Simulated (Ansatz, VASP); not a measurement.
**CdTe: VASP beside Ansatz**

Contents of INCAR:

```
ALGO = Normal ; EDIFF = 1E-6
ENCUT = 500 ; GGA = CA
GGA_COMPAT = False ; ISIF = 2
ISMEAR = 0 ; LASPH = True
LCHARG = True ; LELF = True
LREAL = False ; LVHAR = True
LWAVE = False ; NBANDS = 16
NELM = 120 ; PREC = Accurate
SIGMA = 0.01
```

File KPOINTS:

```
k-points
0
Gamma
  4 4 4
```

POSCAR

```
CdTe
1.0
    0.0000000000      3.2799012430      3.2799012430
    3.2799012430      0.0000000000      3.2799012430
    3.2799012430      3.2799012430      0.0000000000
Cd Te
1 1
Direct
    0.0000000000      0.0000000000      0.0000000000
    0.2500000000      0.2500000000      0.2500000000
```

Input for Ansatz:

```yaml
crystal:
  lattice:
    - [0.0, 3.279901243, 3.279901243]
    - [3.279901243, 0.0, 3.279901243]
    - [3.279901243, 3.279901243, 0.0]
  atoms:
    - { symbol: Cd, position: [0.0, 0.0, 0.0] }
    - { symbol: Te, position: [0.25, 0.25, 0.25] }
kpoints:
  mp_grid: { grid: [4, 4, 4] }
hamiltonian:
  xc: lda
scf:
  occupations: { method: fixed }
  n_extra_bands: 4
output:
  forces: true
  stress: true
  eigenvalues: true
```

Alike in both runs: task single point; functional LDA; k mesh 4 × 4 × 4; no spin polarisation.

```csv
,VASP,Ansatz
version,VASP 6.6.1,Ansatz 0.2.0
potentials or method,"VASP PAW LDA potentials, release 64 (Cd, Te)",plane waves
plane-wave cutoff (eV),500,420
occupations,"gaussian, width 0.01 eV",fixed
valence electrons in the cell,18,36
```

```tsv
	VASP	Ansatz	Ansatz less VASP
gap on the k mesh at the Fermi level (eV)	0.42	0.38	-0.039
pressure (GPa)	-2.3	-2.5	-0.20
```

LDA's correlation is that of Perdew and Zunger in VASP and of Perdew and Wang (1992) in Ansatz. VASP's potentials hold 18 valence electrons a cell and Ansatz's 36, so a difference there can come from the potentials and not from the codes.

Spin-orbit coupling is off throughout.
